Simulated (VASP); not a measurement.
# SnSe2 (P-3m1) in VASP: single point with PBE+D3(BJ)

Aim: the single point of SnSe2 with PBE+D3(BJ).

Everything below comes from runs of VASP 6.6.1. Logs are shortened: lines on timing, memory, paths and dates and some standing lists are left out, and cuts for length are marked.

## Step 1: The cell of the first run

It takes space group P-3m1 (No. 164, trigonal). The conventional cell has a = 3.840 Å, b = 3.840 Å, c = 6.008 Å, α = 90.00°, β = 90.00°, γ = 120.00°. Sn (site symmetry -3m) has 6 Se at 2.73 Å within 3.6 Å. Se (site symmetry 3m) has 3 Sn at 2.73 Å and 3 Se at 3.59 Å within 3.6 Å.

## Step 2: Single point, PBE+D3(BJ)

INCAR

```
SYSTEM = SnSe2
PREC = Accurate ; ENCUT = 520
EDIFF = 1E-6 ; ISMEAR = 0
SIGMA = 0.02 ; LREAL = .False.
LASPH = .True. ; NELM = 80
ALGO = Normal ; ISIF = 2
LWAVE = .False. ; LCHARG = .False.
GGA = PE ; IVDW = 12
NBANDS = 20
```

KPOINTS

```
Automatic mesh
0
Gamma
  14 14 10
  0 0 0
```

POSCAR

```
SnSe2
1.0
    3.8399167745      0.0000000000      0.0000000000
   -1.9199583872      3.3254654751      0.0000000000
    0.0000000000      0.0000000000      6.0081316730
Sn Se
1 2
Direct
    0.0000000000      0.0000000000      0.0000000000
    0.3333333333      0.6666666667      0.2652674357
    0.6666666667      0.3333333333      0.7347325643
```

Potentials or basis: VASP PAW PBE potentials, release 64 (Sn_d, Se).

On the command line:

```bash
cat potpaw_PBE.64/Sn_d/POTCAR potpaw_PBE.64/Se/POTCAR > POTCAR
mpirun -np 1 vasp_std > vasp.out
```

OUTCAR:

```text
SYSTEM = SnSe2
   PREC = Accurate
   ENCUT = 520
   EDIFF = 1E-6
   ISMEAR = 0
   LREAL = .False.
   LASPH = .True.
   NELM = 80
   ISIF = 2
   GGA = PE
   IVDW = 12
 IVDW          = 12

 ion  position               nearest neighbor table
   1  0.000  0.000  0.000-   2 2.73   3 2.73   2 2.73   3 2.73   3 2.73   2 2.73
   2  0.333  0.667  0.265-   1 2.73   1 2.73   1 2.73
   3  0.667  0.333  0.735-   1 2.73   1 2.73   1 2.73

  LATTYP: Found a hexagonal cell.
 ALAT       =     3.8399167745
 C/A-ratio  =     1.5646515344

  Lattice vectors:

 A1 = (   3.8399167745,   0.0000000000,   0.0000000000)
 A2 = (  -1.9199583872,   3.3254654751,   0.0000000000)
 A3 = (   0.0000000000,   0.0000000000,   6.0081316730)

Analysis of symmetry for initial positions (statically):
=====================================================================
 Subroutine PRICEL returns:
 Original cell was already a primitive cell.

 Routine SETGRP: Setting up the symmetry group for a
 hexagonal supercell.

 Subroutine GETGRP returns: Found 12 space group operations
 (whereof 12 operations were pure point group operations)
 out of a pool of 24 trial point group operations.

The static configuration has the point symmetry D_3d.

Analysis of symmetry for dynamics (positions and initial velocities):
=====================================================================
 Subroutine PRICEL returns:
 Original cell was already a primitive cell.

 Routine SETGRP: Setting up the symmetry group for a
 hexagonal supercell.

 Subroutine GETGRP returns: Found 12 space group operations
 (whereof 12 operations were pure point group operations)
 out of a pool of 24 trial point group operations.

The dynamic configuration has the point symmetry D_3d.

 Subroutine INISYM returns: Found 12 space group operations
 (whereof 12 operations are pure point group operations),
 and found     1 'primitive' translations

----------------------------------------------------------------------------------------

                                     Primitive cell

  volume of cell :      76.7209

  direct lattice vectors                    reciprocal lattice vectors
     3.839916774  0.000000000  0.000000000     0.260422311  0.150354891  0.000000000
    -1.919958387  3.325465475  0.000000000     0.000000000  0.300709783  0.000000000
     0.000000000  0.000000000  6.008131673     0.000000000  0.000000000  0.166441093

  length of vectors
     3.839916774  3.839916774  6.008131673     0.300709783  0.300709783  0.166441093

  position of ions in fractional coordinates (direct lattice)
     0.000000000  0.000000000  0.000000000
     0.333333333  0.666666667  0.265267436
     0.666666667  0.333333333  0.734732564

  ion indices of the primitive-cell ions
   primitive index   ion index
                 1           1
                 2           2
                 3           3

----------------------------------------------------------------------------------------

 KPOINTS: Automatic mesh

Automatic generation of k-mesh.
 Grid dimensions read from file:
 generate k-points for:   14   14   10

 Generating k-lattice:

  Cartesian coordinates                     Fractional coordinates (reciprocal lattice)
     0.018601594  0.010739635  0.000000000     0.071428571 -0.000000000  0.000000000
     0.000000000  0.021479270  0.000000000     0.000000000  0.071428571  0.000000000
     0.000000000  0.000000000  0.016644109     0.000000000  0.000000000  0.100000000

  Length of vectors
     0.021479270  0.021479270  0.016644109

  Shift w.r.t. Gamma in fractional coordinates (k-lattice)
     0.000000000  0.000000000  0.000000000

 Subroutine IBZKPT returns following result:
 ===========================================

 Found    208 irreducible k-points:

 Following reciprocal coordinates:
            Coordinates               Weight
  0.000000  0.000000  0.000000      1.000000
  0.071429  0.000000  0.000000      6.000000
  0.142857 -0.000000  0.000000      6.000000
  0.214286 -0.000000  0.000000      6.000000
  0.285714 -0.000000  0.000000      6.000000
  0.357143  0.000000  0.000000      6.000000
[... 16 lines left out ...]
  0.285714  0.285714  0.000000      6.000000
  0.357143  0.285714  0.000000      6.000000
 [... further k-points ...]
   k-points           NKPTS =    208   k-points in BZ     NKDIM =    208   number of bands    NBANDS=     20
   number of dos      NEDOS =    301   number of ions     NIONS =      3
   total plane-waves  NPLWV =  43200
   dimension x,y,z NGX =    30 NGY =   30 NGZ =   48
   dimension x,y,z NGXF=    60 NGYF=   60 NGZF=   96
   ions per type =               1   2
   NGX,Y,Z   is equivalent  to a cutoff of  12.99, 12.99, 13.28 a.u.
   NGXF,Y,Z  is equivalent  to a cutoff of  25.98, 25.98, 26.56 a.u.
 SYSTEM =  SnSe2
   PREC   = accura    normal or accurate (medium, high low for compatibility)
   ISTART =      0    job   : 0-new  1-cont  2-samecut
   ICHARG =      2    charge: 1-file 2-atom 10-const
   ISPIN  =      1    spin polarized calculation?
   LNONCOLLINEAR =      F non collinear calculations
   LSORBIT =      F    spin-orbit coupling
   LASPH  =      T    aspherical Exc in radial PAW
   ENCUT  =  520.0 eV  38.22 Ry    6.18 a.u.   7.14  7.14 11.17*2*pi/ulx,y,z
   NELM   =     80;   NELMIN=  2; NELMDL= -5     # of ELM steps
   EDIFF  = 0.1E-05   stopping-criterion for ELM
   LREAL  =      F    real-space projection
   EDIFFG = 0.1E-04   stopping-criterion for IOM
   NSW    =      0    number of steps for IOM
   IBRION =     -1    ionic relax: 0-MD 1-quasi-New 2-CG
   NFREE  =      0    steps in history (QN), initial steepest desc. (CG)
   ISIF   =      2    stress and relaxation
   ISYM   =      2    0-nonsym 1-usesym 2-fastsym
   POTIM  = 0.5000    time-step for ionic-motion
   TEBEG  =    0.0;   TEEND  =   0.0 temperature during run
   PSTRESS=    0.0 pullay stress
   NELECT =      26.0000    total number of electrons
   NUPDOWN=      -1.0000    fix difference up-down
   EMIN   =  10.00;   EMAX   =-10.00  energy-range for DOS
   EFERMI =   0.00;   METHOD = LEGACY
   ISMEAR =     0;   SIGMA  =   0.02  broadening in eV -4-tet -1-fermi 0-gaus
   EFERMI_NEDOS =   21; number of points for ismear=-14 and -15
   IALGO  =     38    algorithm
   IMIX   =      4    mixing-type and parameters
     AMIX     =   0.40;   BMIX     =  1.00
     AMIX_MAG =   1.60;   BMIX_MAG =  1.00
  volume/ion in A,a.u.               =      25.57       172.58
  Fermi-wavevector in a.u.,A,eV,Ry     =   1.141374  2.156884 17.724786  1.302735
  Thomas-Fermi vector in A             =   2.278074
   LORBIT       =      0    0 simple, 1 ext, 2 COOP (PROOUT), +10 PAW based schemes
   GGA     = PE    functional components
   LHFCALC =     F    Hartree Fock is set to
   AEXX    =    0.0000 exact exchange contribution
   IVDW    =    12    specifies the selected vdW correction
   LEPSILON=     F    determine dielectric tensor
   LRPA    =     F    only Hartree local field effects (RPA)
 non-spin polarized calculation
 Gauss-broadening in eV      SIGMA  =   0.02
  energy-cutoff  :      520.00
  volume of cell :       76.72
 maximum number of plane-waves:      2085
 NGX is ok and might be reduce to    30
   NGX = 15   NGY = 15   NGZ = 23

 number of electron      26.0000002 magnetization

 Free energy of the ion-electron system (eV)
  ---------------------------------------------------
  ext. energy  EPLUGINS =         0.00000000
  ---------------------------------------------------
  free energy    TOTEN  =       -11.80676407 eV

  energy without entropy =      -11.80676407  energy(sigma->0) =      -11.80676407

 E-fermi :   4.5968     XC(G=0):  -9.5647

 val. band max:        4.4532741108   @ k =   0.0714   0.0714   0.0000
 cond. band min:       4.8113326768   @ k =   0.0000   0.4286   0.3000
 fundamental gap:      0.3580585660
 Fermi energy:         4.5967545122

 k-point     1 :       0.0000    0.0000    0.0000
  band No.  band energies     occupation
      1     -16.9731      2.00000
      2     -16.9731      2.00000
      3     -16.9390      2.00000
      4     -16.9278      2.00000
      5     -16.9278      2.00000
      6      -9.5122      2.00000
[... 12 lines left out ...]
     19      13.3045      0.00000
     20      13.3045      0.00000

 k-point     2 :       0.0714    0.0000    0.0000
  band No.  band energies     occupation
      1     -16.9749      2.00000
      2     -16.9712      2.00000
      3     -16.9377      2.00000
      4     -16.9291      2.00000
      5     -16.9277      2.00000
      6      -9.4635      2.00000
[... 12 lines left out ...]
     19      12.6652      0.00000
     20      13.3453      0.00000

 k-point     3 :       0.1429   -0.0000    0.0000
  band No.  band energies     occupation
      1     -16.9806      2.00000
      2     -16.9664      2.00000
      3     -16.9349      2.00000
      4     -16.9313      2.00000
      5     -16.9271      2.00000
      6      -9.3197      2.00000
[... 12 lines left out ...]
     19      12.4555      0.00000
     20      13.4147      0.00000

 k-point     4 :       0.2143   -0.0000    0.0000
  band No.  band energies     occupation
      1     -16.9897      2.00000
      2     -16.9604      2.00000
      3     -16.9380      2.00000
      4     -16.9266      2.00000
      5     -16.9251      2.00000
      6      -9.0888      2.00000
[... 12 lines left out ...]
     19      12.3089      0.00000
     20      13.6511      0.00000

 k-point     5 :       0.2857   -0.0000    0.0000
  band No.  band energies     occupation
      1     -17.0005      2.00000
      2     -16.9558      2.00000
      3     -16.9424      2.00000
      4     -16.9209      2.00000
      5     -16.9195      2.00000
      6      -8.7873      2.00000
[... 12 lines left out ...]
     19      12.7377      0.00000
     20      14.2511      0.00000

 k-point     6 :       0.3571    0.0000    0.0000
  band No.  band energies     occupation
      1     -17.0107      2.00000
      2     -16.9534      2.00000
      3     -16.9461      2.00000
      4     -16.9152      2.00000
      5     -16.9131      2.00000
      6      -8.4465      2.00000
[... 12 lines left out ...]
     19      13.5267      0.00000
     20      14.6325      0.00000

 k-point     7 :       0.4286   -0.0000    0.0000
  band No.  band energies     occupation
      1     -17.0178      2.00000
      2     -16.9526      2.00000
      3     -16.9486      2.00000
      4     -16.9105      2.00000
      5     -16.9086      2.00000
      6      -8.1275      2.00000
[... 12 lines left out ...]
     19      14.2070      0.00000
     20      15.1642      0.00000
[... 277 lines left out ...]
 k-point    20 :       0.2143    0.2143    0.0000
  band No.  band energies     occupation
      1     -17.0008      2.00000
      2     -16.9638      2.00000
      3     -16.9388      2.00000
      4     -16.9264      2.00000
      5     -16.9088      2.00000
      6      -8.3634      2.00000
[... 12 lines left out ...]
     19      11.2071      0.00000
     20      14.5879      0.00000

 k-point    21 :       0.2857    0.2143    0.0000
  band No.  band energies     occupation
      1     -17.0024      2.00000
      2     -16.9672      2.00000
      3     -16.9384      2.00000
      4     -16.9231      2.00000
      5     -16.9074      2.00000
      6      -8.0528      2.00000
[... 12 lines left out ...]
     19      11.9621      0.00000
     20      14.4863      0.00000

 k-point    22 :       0.3571    0.2143    0.0000
  band No.  band energies     occupation
      1     -17.0031      2.00000
      2     -16.9694      2.00000
      3     -16.9384      2.00000
      4     -16.9190      2.00000
      5     -16.9084      2.00000
      6      -7.8057      2.00000
[... 12 lines left out ...]
     19      12.9837      0.00000
     20      14.2355      0.00000

 k-point    23 :       0.2857    0.2857    0.0000
  band No.  band energies     occupation
      1     -16.9971      2.00000
      2     -16.9752      2.00000
      3     -16.9338      2.00000
      4     -16.9236      2.00000
      5     -16.9086      2.00000
      6      -7.7873      2.00000
[... 12 lines left out ...]
     19      12.0257      0.00000
     20      13.9755      0.00000

 k-point    24 :       0.3571    0.2857    0.0000
  band No.  band energies     occupation
      1     -16.9932      2.00000
      2     -16.9801      2.00000
      3     -16.9316      2.00000
      4     -16.9237      2.00000
      5     -16.9098      2.00000
      6      -7.6293      2.00000
[... 12 lines left out ...]
     19      12.7144      0.00000
     20      13.2665      0.00000

 [... further k-points ...]

------------------------ aborting loop because EDIFF is reached ----------------------------------------

 Edisp (eV)   -1.09193

 E8    (eV) :    -0.4780

  FORCE on cell =-STRESS in cart. coord.  units (eV):
  Direction    XX          YY          ZZ          XY          YZ          ZX
  --------------------------------------------------------------------------------------
  -------------------------------------------------------------------------------------
  Total       0.02923     0.02923     0.03285     0.00000     0.00000     0.00000
  in kB       0.61047     0.61047     0.68602     0.00000     0.00000     0.00000
  external pressure =        0.64 kB  Pullay stress =        0.00 kB

 VOLUME and BASIS-vectors are now :
 -----------------------------------------------------------------------------
  energy-cutoff  :      520.00
  volume of cell :       76.72
      direct lattice vectors                 reciprocal lattice vectors
     3.839916774  0.000000000  0.000000000     0.260422311  0.150354891  0.000000000
    -1.919958387  3.325465475  0.000000000     0.000000000  0.300709783  0.000000000
     0.000000000  0.000000000  6.008131673     0.000000000  0.000000000  0.166441093

 POSITION                                       TOTAL-FORCE (eV/Angst)
 -----------------------------------------------------------------------------------
      0.00000      0.00000      0.00000         0.000000      0.000000      0.000000
     -0.00000      2.21698      1.59376        -0.000000      0.000000      0.013050
      1.91996      1.10849      4.41437         0.000000     -0.000000     -0.013050
 -----------------------------------------------------------------------------------
    total drift:                                0.000000     -0.000000     -0.000000

  FREE ENERGIE OF THE ION-ELECTRON SYSTEM (eV)
  ---------------------------------------------------
  free  energy   TOTEN  =       -12.8986985521 eV

  energy  without entropy=      -12.8986985521  energy(sigma->0) =      -12.89869855
```

It took 5.5 min on 1 thread of AMD EPYC 7R43 (Zen 3), shared host; peak memory 0.4 GiB.

What came out:

```
Free energy                : -12.8987 eV
Pressure                   : 0.1 GPa
Largest force              : 0.013 eV/Å
Band gap on the k mesh     : 0.36 eV, indirect (least direct gap 0.81 eV)
Dispersion energy per atom : -0.364 eV
```

Forces on the atoms (eV/Å):
```
Sn   0.000  0.000  0.000
Se   0.000  0.000  0.013
Se   0.000  0.000 -0.013
```

Caveat: spin-orbit coupling is left out, which moves the levels of the heavy elements.
